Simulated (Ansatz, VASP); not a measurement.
## One calculation of B2AsN, two programs

```xyz
4
Lattice="3.7261 0.0000 0.0000 -1.8630 3.2269 0.0000 0.0000 0.0000 3.7304" Properties=species:S:1:pos:R:3 pbc="T T T"
B     0.0000    2.1513    0.0000
B     1.8630    1.0756    0.0000
As    0.0000    0.0000    0.0000
N     0.0000    0.0000    1.8652
```

Alike in both runs: task relaxation of cell and atoms; functional LDA; k mesh 15 × 15 × 12; occupations gaussian, width 0.1 eV; no spin polarisation.

|  | VASP | Ansatz |
| --- | --- | --- |
| version | VASP 6.6.1 | Ansatz 0.2.0 |
| potentials or method | VASP PAW LDA potentials, release 64 (B, As, N), cutoff 600 eV | scalar-relativistic, plane waves, PAW |
| valence electrons in the cell | 16 | 26 |

```csv
,VASP,Ansatz,Ansatz less VASP
"gap on the k mesh at the Fermi level, each at its own relaxed structure (eV)",none,none,-
relaxed volume (Å³/atom),11.37,11.27,-0.093
relaxed cell length with the largest relative difference (Å),3.751,3.738,-0.0131
```

LDA's correlation is that of Perdew and Zunger in VASP and of Perdew and Wang (1992) in Ansatz. A gap of «none» marks a metal or a gap that the smearing closes. VASP's potentials hold 16 valence electrons a cell and Ansatz's 26, so a difference there can come from the potentials and not from the codes.
